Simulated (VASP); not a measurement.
Here is a VASP 6.6.1 calculation.

Contents of POSCAR:

```
Ta
1.0
   -1.6512800000      1.6512800000      1.6512800000
    1.6512800000     -1.6512800000      1.6512800000
    1.6512800000      1.6512800000     -1.6512800000
Ta
1
Direct
    0.0000000000      0.0000000000      0.0000000000
```

INCAR.step1

```
PREC = Accurate ; ENCUT = 520
ISMEAR = -1 ; SIGMA = 0.05
LREAL = F ; LASPH = T
NELM = 150 ; LNONCOLLINEAR = T
MAGMOM = 0 0 0 ; LSORBIT = T
GGA_COMPAT = F ; LMAXMIX = 4
NBANDS = 22 ; GGA = PE
ALGO = Normal ; EDIFF = 1E-4
LWAVE = T ; LCHARG = F
```

The input INCAR.step2:

```
PREC = Accurate ; ENCUT = 520
EDIFF = 1E-6 ; ISMEAR = -1
SIGMA = 0.05 ; LREAL = F
LASPH = T ; NELM = 150
ALGO = Normal ; ISIF = 2
LWAVE = F ; LCHARG = F
LNONCOLLINEAR = T ; MAGMOM = 0 0 0
LORBIT = 11 ; LSORBIT = T
GGA_COMPAT = F ; LORBMOM = T
LMAXMIX = 4 ; METAGGA = R2SCAN
LMIXTAU = T ; NBANDS = 22
ISTART = 1
```

Contents of KPOINTS:

```
regular mesh
0
Gamma
  8 8 8
```

Potentials or basis: VASP PAW PBE potentials, release 64 (Ta_pv).

Command:

```console
$ cat potpaw_PBE.64/Ta_pv/POTCAR > POTCAR
$ cp INCAR.step1 INCAR
$ mpirun -np 1 vasp_ncl > vasp.out
$ cp INCAR.step2 INCAR
$ mpirun -np 1 vasp_ncl > vasp.out
```

Q: What does it give for the pressure?

A: -1.6 GPa.

Q: What does it give for the net moment?

A: 0.00 μB per cell.

Moments on the atoms (μB; x, y, z):
```
Ta  0.00 0.00 0.00
```

Caveat: the PAW data sets were made with another functional, which shifts forces and pressure a little.
